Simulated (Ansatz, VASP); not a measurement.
## ZnCu: VASP beside Ansatz

```
CELL_PARAMETERS angstrom
1.50843 -2.15034 0.00000
1.50843 2.15034 0.00000
0.00000 0.00000 4.02958
ATOMIC_POSITIONS crystal
Zn 0.50000 0.50000 0.50000
Cu 0.00000 0.00000 0.00000
```

Alike in both runs: task single point; functional PBE; k mesh 22 × 22 × 14; occupations gaussian, width 0.15 eV; no spin polarisation.

|  | VASP | Ansatz |
| --- | --- | --- |
| version | VASP 6.6.1 | Ansatz 0.2.0 |
| potentials or method | VASP PAW PBE potentials, release 64 (Zn, Cu), cutoff 520 eV | scalar-relativistic, plane waves, PAW |
| valence electrons in the cell | 23 | 31 |

|  | VASP | Ansatz | Ansatz less VASP |
| --- | --- | --- | --- |
| gap on the k mesh at the Fermi level (eV) | none | none | - |
| pressure (GPa) | 0.9 | 0.5 | -0.34 |
| traceless stress, the component that is largest in VASP (GPa) | -3.82 | -3.76 | +0.061 |

A gap of «none» marks a metal or a gap that the smearing closes. With one functional, cell and mesh, what is left measures potentials, basis and numerics. VASP's potentials hold 23 valence electrons a cell and Ansatz's 31, so a difference there can come from the potentials and not from the codes.
